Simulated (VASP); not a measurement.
Input of a VASP 6.6.1 run:

File INCAR:

```
SYSTEM = KI
ALGO = Normal
EDIFF = 1E-6
ENCUT = 520
GGA = PS
GGA_COMPAT = .False.
ISIF = 2
ISMEAR = 0
LASPH = .True.
LCHARG = .False.
LNONCOLLINEAR = .True.
LORBIT = 11
LORBMOM = .True.
LREAL = .False.
LSORBIT = .True.
LWAVE = .False.
MAGMOM = 0 0 0 0 0 0
NBANDS = 28
NELM = 150
PREC = Accurate
SIGMA = 0.01
```

Contents of KPOINTS:

```
k-points
0
Gamma
  6 6 6
  0 0 0
```

POSCAR

```
KI
1.0
    0.0000000000      3.5024800858      3.5024800858
    3.5024800858      0.0000000000      3.5024800858
    3.5024800858      3.5024800858      0.0000000000
K I
1 1
Direct
   -0.0014275599     -0.0014275599     -0.0014275599
    0.5000000000      0.5000000000      0.5000000000
```

Potentials or basis: VASP PAW PBE potentials, release 64 (K_sv, I).

The run is started by

```sh
$ cat potpaw_PBE.64/K_sv/POTCAR potpaw_PBE.64/I/POTCAR > POTCAR
$ mpirun -np 1 vasp_ncl > vasp.out
```

(1) What does it give for the pressure?

(2) Predict the largest force.

(3) Predict the net moment.

## Answers

(1) 0.1 GPa.

(2) 0.019 eV/Å.

(3) 0.00 μB per cell.

Caveat: the cell differs from its parent crystal (atom 1 moved by [-0.01, -0.01, -0.01] A); the PAW data sets were made with another functional, which shifts forces and pressure a little.
